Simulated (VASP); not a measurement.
Input of a VASP 6.6.1 run:

File INCAR:

```
SYSTEM = HfN
PREC = Accurate ; ENCUT = 520
EDIFF = 1E-7 ; ISMEAR = 0
SIGMA = 0.15 ; LREAL = .FALSE.
LASPH = .TRUE. ; NELM = 100
ALGO = Normal ; ISIF = 2
LWAVE = .FALSE. ; LCHARG = .FALSE.
GGA = CA ; NBANDS = 14
```

File KPOINTS:

```
regular mesh
0
G
  18 18 18
  0 0 0
```

Contents of POSCAR:

```
HfN
1.0
    0.0000000000      2.2339756793      2.2339756793
    2.2339756793      0.0000000000      2.2339756793
    2.2339756793      2.2339756793      0.0000000000
Hf N
1 1
Direct
   -0.0010538503      0.0010538503      0.0010538503
    0.5134289734      0.4865710266      0.4865710266
```

Potentials or basis: VASP PAW LDA potentials, release 64 (Hf_pv, N).

The run is started by

```sh
$ cat potpaw_LDA.64/Hf_pv/POTCAR potpaw_LDA.64/N/POTCAR > POTCAR
$ mpirun -np 1 vasp_std > vasp.out
```

**Question.** What does it give for the largest force?

**Answer.** 0.831 eV/Å.

**Question.** What does it give for the pressure?

**Answer.** -0.6 GPa.

Stress tensor (GPa, compression positive):
```
 0.61  0.00  0.00
 0.00 -1.14  0.00
 0.00  0.00 -1.14
```

Caveat: the cell differs from its parent crystal (atoms displaced along a vibrational mode).
